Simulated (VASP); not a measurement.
Ag:

```
Ag
1.0
     0.00000    2.06963    2.06963
     2.06963    0.00000    2.06963
     2.06963    2.06963    0.00000
Ag
1
Direct
  0.00000 0.00000 0.00000
```

Base run:

- Program: VASP 6.6.1
- Functional: r2SCAN
- Dispersion: D4
- Potentials or basis: VASP PAW PBE potentials, release 64 (Ag)
- Cutoff: 520 eV
- k mesh: 11 × 11 × 11
- Occupations: fermi-dirac, width 0.05 eV
- Spin: no spin polarisation

Its results: pressure -4.0 GPa.

Task: After a change of settings the same cell gave: pressure -2.5 GPa. Which change was it?
A. functional from r2SCAN to PBE; dispersion from D4 to D3(BJ)
B. functional from r2SCAN to PBE; dispersion from D4 to none
C. dispersion from D4 to none
D. functional from r2SCAN to revPBE; dispersion from D4 to none

Result: C.

Dispersion adds attraction, which lowers the pressure at fixed volume and, as a term added to the energy, leaves the levels alone.

Caveats: the PAW data sets were made with another functional, which shifts forces and pressure a little; pairwise dispersion overbinds metals, which lowers pressure and volume (some runs).
